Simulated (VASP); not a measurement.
Input of a VASP 6.6.1 run:

Contents of POSCAR:

```
Na2S
1.0
    0.0000000000      3.3194517113      3.3194517113
    3.3194517113      0.0000000000      3.3194517113
    3.3194517113      3.3194517113      0.0000000000
Na S
2 1
Direct
    0.2500000000      0.2500000000      0.2500000000
    0.7500000000      0.7500000000      0.7500000000
    0.0000000000      0.0000000000      0.0000000000
```

Contents of INCAR.step1:

```
SYSTEM = Na2S
  ALGO = Normal
  EDIFF = 1E-5
  ENCUT = 550
  GGA = PE
  GGA_COMPAT = .FALSE.
  ISMEAR = 0
  LASPH = .TRUE.
  LCHARG = .FALSE.
  LREAL = .FALSE.
  LWAVE = .TRUE.
  NBANDS = 17
  NELM = 120
  PREC = Accurate
  SIGMA = 0.02
```

Contents of INCAR.step2:

```
SYSTEM = Na2S
  ALGO = Normal
  EDIFF = 1E-6
  ENCUT = 550
  GGA_COMPAT = .FALSE.
  ISIF = 2
  ISMEAR = 0
  ISTART = 1
  LASPH = .TRUE.
  LCHARG = .FALSE.
  LMIXTAU = .TRUE.
  LREAL = .FALSE.
  LWAVE = .FALSE.
  METAGGA = R2SCAN
  NBANDS = 17
  NELM = 120
  PREC = Accurate
  SIGMA = 0.02
```

KPOINTS

```
k-points
0
G
  6 6 6
  0 0 0
```

Potentials or basis: VASP PAW PBE potentials, release 64 (Na_pv, S).

Command:

```bash
$ cat potpaw_PBE.64/Na_pv/POTCAR potpaw_PBE.64/S/POTCAR > POTCAR
$ cp INCAR.step1 INCAR
$ mpirun -np 1 vasp_std > vasp.out
$ cp INCAR.step2 INCAR
$ mpirun -np 1 vasp_std > vasp.out
```

What does it give for the pressure?

-1.8 GPa.

What does it give for the band gap on the k mesh?

2.91 eV, direct.

Caveat: the PAW data sets were made with another functional, which shifts forces and pressure a little.
